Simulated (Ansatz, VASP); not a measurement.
## Two plane-wave programs on SnO2

File INCAR:

```
ALGO = Normal ; EDIFF = 1E-7
ENCUT = 520 ; GGA = PS
ISIF = 2 ; ISMEAR = 0
IVDW = 12 ; LASPH = True
LCHARG = True ; LELF = True
LREAL = False ; LVHAR = True
LWAVE = False ; NBANDS = 35
NELM = 80 ; PREC = Accurate
SIGMA = 0.05
```

The input KPOINTS:

```
k-points
0
Gamma
  12 12 4
```

The input POSCAR:

```
SnO2
1.0
    3.1779419946      0.0000000000      0.0000000000
   -1.5889709973      2.7521784991      0.0000000000
    0.0000000000      0.0000000000     10.1134263721
Sn O
2 4
Direct
   -0.1948457596      0.0000000000      0.5000000000
    0.1948457596      0.0000000000      0.0000000000
    0.4690545010      0.3333333333      0.4003665319
    0.8642788324      0.3333333333      0.0996334681
    0.1357211676      0.6666666667      0.5996334681
    0.5309454990      0.6666666667      0.9003665319
```

Input for Ansatz:

```yaml
crystal:
  lattice:
    - [3.1779419946, 0.0, 0.0]
    - [-1.5889709973, 2.7521784991, 0.0]
    - [0.0, 0.0, 10.1134263721]
  atoms:
    - { symbol: Sn, position: [-0.1948457596, 0.0, 0.5] }
    - { symbol: Sn, position: [0.1948457596, 0.0, 0.0] }
    - { symbol: O, position: [0.469054501, 0.3333333333, 0.4003665319] }
    - { symbol: O, position: [0.8642788324, 0.3333333333, 0.0996334681] }
    - { symbol: O, position: [0.1357211676, 0.6666666667, 0.5996334681] }
    - { symbol: O, position: [0.530945499, 0.6666666667, 0.9003665319] }
basis:
  ecutwfc: 520.0
kpoints:
  mp_grid: { grid: [12, 12, 4] }
hamiltonian:
  xc: pbesol
  pseudopotentials: { kind: paw, azcp: { folder: soft_1 } }
  dispersion: d3bj
scf:
  occupations: { method: gaussian, width: 0.05 }
output:
  forces: true
  stress: true
  eigenvalues: true
```

Change from the starting cell: mode 1 frozen in at -0.628 Å, equal normal strain along x, y and z +0.0000.

Alike in both runs: task single point; functional PBEsol; dispersion D3(BJ); k mesh 12 × 12 × 4; occupations gaussian, width 0.05 eV; no spin polarisation.

|  | VASP | Ansatz |
| --- | --- | --- |
| version | VASP 6.6.1 | Ansatz 0.2.0 |
| potentials or method | VASP PAW PBE potentials, release 64 (Sn_d, O), cutoff 520 eV | scalar-relativistic, plane waves, PAW |
| valence electrons in the cell | 52 | 52 |

Ansatz gave:

* gap on the k mesh at the Fermi level (eV): 2.30
* least direct gap on the mesh (eV): 2.63
* pressure (GPa): -0.3
* traceless stress, the component that is largest in VASP (GPa): -1.15
* rms of the force components (eV/Å): 0.057

Problem. What did VASP give for the same quantities?

Solution. gap on the k mesh at the Fermi level (eV): 2.28; least direct gap on the mesh (eV): 2.62; pressure (GPa): 0.4; traceless stress, the component that is largest in VASP (GPa): -1.57; rms of the force components (eV/Å): 0.076.

VASP's potentials were made for PBE, not for PBEsol, and Ansatz warns of the same on its side. Atom by atom the forces differ by 0.030 eV/Å (rms over components).
